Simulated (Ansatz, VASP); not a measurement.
## TiC in VASP and in Ansatz

The input INCAR:

```
SYSTEM = TiC
ALGO = Normal
EDIFF = 1E-6
ENCUT = 520
GGA = PE
ISIF = 2
ISMEAR = 0
LASPH = .TRUE.
LCHARG = .FALSE.
LREAL = .FALSE.
LWAVE = .FALSE.
NBANDS = 15
NELM = 60
PREC = Accurate
SIGMA = 0.1
```

File KPOINTS:

```
k-points
0
G
  6 6 6
  0 0 0
```

File POSCAR:

```
TiC
1.0
    0.0000000000      2.1663653895      2.1663653895
    2.1663653895      0.0000000000      2.1663653895
    2.1663653895      2.1663653895      0.0000000000
Ti C
1 1
Direct
    0.5000000000      0.5000000000      0.5000000000
    0.0000000000      0.0000000000      0.0000000000
```

Input for Ansatz:

```yaml
crystal:
  lattice:
    - [0.0, 2.1663653895, 2.1663653895]
    - [2.1663653895, 0.0, 2.1663653895]
    - [2.1663653895, 2.1663653895, 0.0]
  atoms:
    - { symbol: Ti, position: [0.5, 0.5, 0.5] }
    - { symbol: C, position: [0.0, 0.0, 0.0] }
basis:
  ecutwfc: 420
kpoints:
  mp_grid: { grid: [6, 6, 6] }
hamiltonian:
  xc: pbe
scf:
  occupations: { method: gaussian, width: 0.1 }
  lower_state_search: "off"
output:
  forces: true
  stress: true
  eigenvalues: true
```

Change from the starting cell: the structure that the rattled cell fell into.

Alike in both runs: task single point; functional PBE; k mesh 6 × 6 × 6; occupations gaussian, width 0.1 eV; no spin polarisation.

|  | VASP | Ansatz |
| --- | --- | --- |
| version | VASP 6.6.1 | Ansatz 0.2.0 |
| potentials or method | VASP PAW PBE potentials, release 64 (Ti_sv, C), cutoff 520 eV | scalar-relativistic, plane waves, PAW |
| valence electrons in the cell | 16 | 16 |

Ansatz gave:

| Quantity | Value |
| --- | --- |
| gap on the k mesh at the Fermi level (eV) | none |
| pressure (GPa) | 0.1 |

**Question.** Estimate VASP's values.

**Answer.** gap on the k mesh at the Fermi level (eV): none; pressure (GPa): 0.2.

A gap of «none» marks a metal or a gap that the smearing closes.

The k mesh is coarse, so the values compare programs but aren't converged.
